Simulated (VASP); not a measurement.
Wanted: the native input for a VASP 6.6.1 run.

```
Task                   : single point
Functional             : LDA
Potentials or basis    : VASP PAW LDA potentials, release 64 (Hg)
Cutoff                 : 520 eV
k mesh                 : 18 × 18 × 17
Occupations            : fermi-dirac, width 0.08 eV
Spin                   : no spin polarisation
Dipole correction      : no
Further INCAR settings : ALGO = Normal; EDIFF = 1e-06; NBANDS = 12
```

The structure of Hg lies in POSCAR:

```
Hg
1.0
    2.4132697099      0.0000000000      0.0000000000
   -1.2066348549      2.0899528749      0.0000000000
    0.0000000000      0.0000000000      2.3283381594
Hg
1
Direct
    0.0000000000      0.0000000000      0.0000000000
```

These files were run (other wordings do the same):

INCAR

```
SYSTEM = Hg
PREC = Accurate
ENCUT = 520
EDIFF = 1E-6
ISMEAR = -1
SIGMA = 0.08
LREAL = .FALSE.
LASPH = .TRUE.
NELM = 60
ALGO = Normal
ISIF = 2
LWAVE = .FALSE.
LCHARG = .FALSE.
NBANDS = 12
```

KPOINTS

```
regular mesh
0
G
  18 18 17
  0 0 0
```

Potentials or basis: VASP PAW LDA potentials, release 64 (Hg).

Launch:

```sh
$ cat potpaw_LDA.64/Hg/POTCAR > POTCAR
$ mpirun -np 1 vasp_std > vasp.out
```

It gave:

* Pressure: 322.2 GPa
* Band gap on the k mesh: zero (bands 6 and 7 overlap by 4.97 eV)

Caveat: the cell stands under pressure; spin-orbit coupling is left out, which moves the levels of the heavy elements.

It took 12 s on 1 thread of Intel(R) Xeon(R) 6975P-C (Granite Rapids), on a shared host, peak memory 0.15 GiB.
